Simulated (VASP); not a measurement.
Ti9Ni7: single point with PBE

The system is Ti9Ni7.

```
CELL_PARAMETERS angstrom
6.11736 0.03766 0.02157
0.03766 6.25124 0.30669
0.02157 0.30669 6.53791
ATOMIC_POSITIONS crystal
Ti 0.75530 0.48303 0.27297
Ti 0.48721 0.54813 0.62015
Ti 0.22712 0.87974 0.63022
Ti 0.74795 0.88693 0.41712
Ti 0.32047 0.15647 0.05383
Ti 0.63750 0.11754 0.63351
Ti 0.56295 0.79538 0.95078
Ti 0.92980 0.55471 0.76533
Ti 0.02740 0.84065 0.07146
Ni 0.08148 0.18713 0.32280
Ni 0.44853 0.28306 0.40820
Ni 0.08633 0.52814 0.42427
Ni 0.31694 0.87407 0.32086
Ni 0.01731 0.16578 0.69347
Ni 0.28941 0.51461 0.09766
Ni 0.73502 0.18093 0.03835
```

* Program: VASP 6.6.1
* Task: single point
* Functional: PBE
* Potentials or basis: VASP PAW PBE potentials, release 64 (Ti_sv, Ni)
* Cutoff: 400 eV
* k mesh: 1 × 1 × 1, shifted
* Occupations: fermi-dirac, width 0.1663 eV
* Spin: no spin polarisation
* Dipole correction: no
* Mended: yes
* Further INCAR settings: LREAL = Auto; ALGO = Normal; EDIFF = 1e-06; NBANDS = 103; ISYM = -1

```yaml
Pressure: -0.9 GPa
Largest_force: 3.872 eV/Å
```

Forces on the atoms (eV/Å):
```
Ti   0.242 -0.264 -0.621
Ti  -0.386  0.256  1.365
Ti  -0.873  0.728  2.052
Ti   0.680 -0.713 -1.649
Ti   0.731  0.849 -1.920
Ti   0.958 -0.038  3.751
Ti   0.133 -0.303  0.574
Ti  -0.107 -1.010  0.662
Ti  -0.867 -0.219 -0.514
Ni  -1.425 -0.527 -0.421
Ni  -2.331 -0.327 -2.476
Ni   0.936  1.225  0.876
Ni   1.773 -1.577 -1.638
Ni   0.015  0.793  0.899
Ni   0.082  1.194 -0.380
Ni   0.437 -0.067 -0.558
```

Stress tensor (GPa, compression positive):
```
-3.32 -1.61 -0.48
-1.61  1.86  4.74
-0.48  4.74 -1.16
```

Levels at points of the mesh, in eV from the Fermi level:
| k point | band 86 | band 87 | band 88 | band 89 | band 90 | band 91 | band 92 | band 93 |
| --- | --- | --- | --- | --- | --- | --- | --- | --- |
| (0.25, 0.25, 0.25) | -0.33 | -0.24 | -0.19 | -0.02 | 0.03 | 0.14 | 0.29 | 0.33 |

Run time: 3.5 min on 1 thread of Intel(R) Xeon(R) Platinum 8375C CPU @ 2.90GHz (Ice Lake), on a shared host, peak memory 0.26 GiB.

Caveat: the atoms stand as in a frame of molecular dynamics. Spin polarisation is off, so any magnetic state and its effect on volume and gap are missing.
